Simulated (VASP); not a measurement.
MgS:

```
Mg S
1.0
     0.00000    2.88749    2.74847
     2.88749    0.00000    2.74847
     2.88749    2.88749    0.00000
Mg S
1 1
Direct
  0.00000 0.00000 0.00000
  0.25000 0.25000 0.25000
```

This cell differs from its parent crystal: epitaxial xy strain +2.0%.

Base run:

| Property | Result |
| --- | --- |
| Program | VASP 6.6.1 |
| Functional | r2SCAN |
| Potentials or basis | VASP PAW PBE potentials, release 64 (Mg, S) |
| Cutoff | 520 eV |
| k mesh | 8 × 8 × 8 |
| Occupations | gaussian, width 0.01 eV |
| Spin | no spin polarisation |

Its results: band gap on the k mesh 3.99 eV, direct; pressure -0.9 GPa.

**Question.** The run is repeated on the same cell with these changes: functional from r2SCAN to HSE06; k mesh from 8 × 8 × 8 to 6 × 6 × 6. What comes out?

**Answer.** Band gap on the k mesh 4.37 eV, direct; pressure -0.8 GPa.

Several settings changed at once, so the effect can't be laid on one alone.

Caveats: the PAW data sets were made with another functional, which shifts forces and pressure a little.

A k mesh can miss the band edges.
